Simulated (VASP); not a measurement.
# AlFe: relaxation of cell and atoms with PBEsol

The system is AlFe.

```
Al Fe
1.0
    -2.91000    0.00000    0.00000
     0.00000   -2.91000    0.00000
     0.00000    0.00000    2.91000
Al Fe
1 1
Direct
  0.00000 0.00000 0.00000
  0.50000 0.50000 0.50000
```

* Program: VASP 6.6.1
* Task: relaxation of cell and atoms
* Functional: PBEsol
* Potentials or basis: VASP PAW PBE potentials, release 64 (Al, Fe)
* Cutoff: 600 eV
* k mesh: 6 × 6 × 6
* Occupations: gaussian, width 0.1 eV
* Spin: collinear spin, ferromagnetic start
* Starting moments: [0.0, 0.84] μB
* Dipole correction: no
* Further INCAR settings: ALGO = Normal; EDIFF = 1e-07; IBRION = 2; EDIFFG = -0.05; NSW = 100; ISIF = 3

```json
{"Relaxed volume": "11.53 Å³/atom", "Relaxed cell": "a = 2.846 Å, b = 2.846 Å, c = 2.846 Å, α = 90.00°, β = 90.00°, γ = 90.00°", "Space group after relaxing (to 0.1 Å)": "Pm-3m (No. 221)", "Energy gained by relaxing": "29.0 meV/atom", "Ionic steps": "3", "Pressure after relaxing": "-0.1 GPa", "Net moment": "0.69 μB per cell", "Site moments": "Al -0.02; Fe +0.72 μB", "Valence electrons inside the program's atomic spheres": "Al 0.85; Fe 7.49"}
```

Step by step:
```
step  energy change (eV)  largest force (eV/Å)  pressure (GPa)  volume (Å³)
   1              0.0000                0.0000          -10.99        24.64
   2             -0.0100                0.0000           12.48        21.75
   3             -0.0580                0.0000           -0.08        23.06
```

Final structure:
```yaml
crystal:
  lattice:
    - [-2.84635, 0.00000, 0.00000]
    - [0.00000, -2.84635, 0.00000]
    - [0.00000, 0.00000, 2.84635]
  atoms:
    - { symbol: Al, position: [0.00000, 0.00000, 0.00000] }
    - { symbol: Fe, position: [0.50000, 0.50000, 0.50000] }
```

Levels at points of the mesh, in eV from the Fermi level:
Spin up:
```
           k point  band 3  band 4  band 5  band 6  band 7  band 8  band 9
(0.00, 0.00, 0.00)   -2.55   -0.30   -0.30   -0.30    6.60    6.60    6.60
(0.50, 0.00, 0.00)   -1.89   -1.29   -1.29   -0.17    1.03    8.86   11.29
(0.50, 0.50, 0.00)   -2.07   -2.07   -1.05   -1.05    0.56    3.43    4.34
(0.50, 0.50, 0.50)   -3.66    0.60    0.60    3.06    3.06    3.06    4.65
```
Spin down:
```tsv
k point	band 3	band 4	band 5	band 6	band 7	band 8
(0.00, 0.00, 0.00)	-2.22	0.53	0.53	0.53	6.65	6.65
(0.50, 0.00, 0.00)	-1.51	-0.56	-0.56	0.67	1.49	8.79
(0.50, 0.50, 0.00)	-2.05	-2.05	-0.30	-0.30	1.05	3.75
(0.50, 0.50, 0.50)	-3.24	1.09	1.09	3.14	3.14	3.14
```

It took 28 s on 1 thread of Intel(R) Xeon(R) Platinum 8259CL CPU @ 2.50GHz (Skylake/Cascade Lake), with other jobs on the host, peak memory 0.16 GiB.

Caveat: the PAW data sets were made with another functional, which shifts forces and pressure a little.
